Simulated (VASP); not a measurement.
Write the native input for VASP 6.6.1 that does the following.

```yaml
Task: relaxation of cell and atoms
Functional: PBE
Potentials_or_basis: VASP PAW PBE potentials, release 64 (Si, F)
Cutoff: 600 eV
k_mesh: 12 × 12 × 8
Occupations: gaussian, width 0.1 eV
Spin: no spin polarisation
Dipole_correction: no
Further_INCAR_settings: ALGO = Normal; EDIFF = 1e-07; IBRION = 2; EDIFFG = -0.01; NSW = 100; ISIF = 3
```

The structure of Si5F lies in POSCAR:

```
Si5F
1.0
    4.3470077813      0.0000000000      0.0000000000
   -2.1735038907      3.7646191691      0.0000000000
    0.0000000000      0.0000000000      5.1382211077
Si F
5 1
Direct
    0.3333333333      0.6666666667      0.2604210333
    0.6666666667      0.3333333333      0.2604210333
    0.6666666667      0.3333333333      0.7395789667
    0.3333333333      0.6666666667      0.7395789667
    0.0000000000      0.0000000000      0.0000000000
    0.0000000000      0.0000000000      0.5000000000
```

The cell was generated, and may not be a known phase.

One way to write it, as run:

INCAR

```
SYSTEM = Si5F
ALGO = Normal ; EDIFF = 1E-7
EDIFFG = -0.01 ; ENCUT = 600
GGA = PE ; IBRION = 2
ISIF = 3 ; ISMEAR = 0
LASPH = .True. ; LCHARG = .False.
LREAL = .False. ; LWAVE = .False.
NELM = 80 ; NSW = 100
PREC = Accurate ; SIGMA = 0.1
```

KPOINTS

```
k-points
0
Gamma
  12 12 8
  0 0 0
```

Potentials or basis: VASP PAW PBE potentials, release 64 (Si, F).

Command:

```sh
$ cat potpaw_PBE.64/Si/POTCAR potpaw_PBE.64/F/POTCAR > POTCAR
$ mpirun -np 1 vasp_std > vasp.out
```

Results of the run:

| Quantity | Value |
| --- | --- |
| Relaxed volume | 14.06 Å³/atom |
| Relaxed cell | a = 4.348 Å, b = 4.348 Å, c = 5.151 Å, α = 90.00°, β = 90.00°, γ = 120.00° |
| Space group after relaxing (to 0.1 Å) | P6/mmm (No. 191) |
| Energy gained by relaxing | 0.6 meV/atom |
| Ionic steps | 5 |
| Pressure after relaxing | 0.0 GPa |
| Band gap on the k mesh | zero (an odd number of electrons rules out a gap without spin polarisation) |

Caveat: an odd number of electrons without spin polarisation forces a metal; a magnetic or distorted state may lie lower.

It took 3.1 min on 1 thread of Intel(R) Xeon(R) 6975P-C (Granite Rapids), with other jobs on the host, peak memory 0.31 GiB.
